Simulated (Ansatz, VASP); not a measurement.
# Au: VASP beside Ansatz

The input INCAR:

```
SYSTEM = Au
ALGO = Normal
EDIFF = 1E-7
ENCUT = 520
GGA = RP
ISIF = 2
ISMEAR = -1
LASPH = .TRUE.
LCHARG = .FALSE.
LREAL = .FALSE.
LWAVE = .FALSE.
NBANDS = 12
NELM = 100
PREC = Accurate
SIGMA = 0.1
```

Contents of KPOINTS:

```
k-points
0
G
  15 15 15
  0 0 0
```

POSCAR

```
Au
1.0
   -1.6678293393      1.6678293393      1.6678293393
    1.6678293393     -1.6678293393      1.6678293393
    1.6678293393      1.6678293393     -1.6678293393
Au
1
Direct
    0.0000000000      0.0000000000      0.0000000000
```

Input for Ansatz:

```yaml
crystal:
  lattice:
    - [-1.6678293393, 1.6678293393, 1.6678293393]
    - [1.6678293393, -1.6678293393, 1.6678293393]
    - [1.6678293393, 1.6678293393, -1.6678293393]
  atoms:
    - { symbol: Au, position: [0.0, 0.0, 0.0] }
hamiltonian:
  xc: rpbe
  pseudopotentials:
    kind: paw
    azcp:
      Au: "pseudopotentials/Au.paw.azcp"
basis:
  ecutwfc: 420
  fft_grid_basis: typed
kpoints:
  mp_grid: { grid: [15, 15, 15], shift: [0, 0, 0] }
magnetization:
  spin_polarized: false
scf:
  occupations: { method: fermi_dirac, width: 0.1 }
  lower_state_search: "off"
output:
  stress: true
```

Alike in both runs: task single point; functional RPBE; k mesh 15 × 15 × 15; occupations fermi-dirac, width 0.1 eV; no spin polarisation.

|  | VASP | Ansatz |
| --- | --- | --- |
| version | VASP 6.6.1 | Ansatz 0.2.0 |
| potentials or method | VASP PAW PBE potentials, release 64 (Au), cutoff 520 eV | plane waves (420 eV) with PAW, scalar-relativistic |
| valence electrons in the cell | 11 | 19 |

Ansatz gave:

```
pressure (GPa) : 0.3
```

Q: Which values does VASP return?

A: Pressure (GPa): 0.1.

VASP's potentials were made for PBE, not for RPBE. The functional is the same, so the differences come from potentials, cutoffs and numerics. VASP's potentials hold 11 valence electrons a cell and Ansatz's 19, so a difference there can come from the potentials and not from the codes.

Spin-orbit coupling is off throughout.
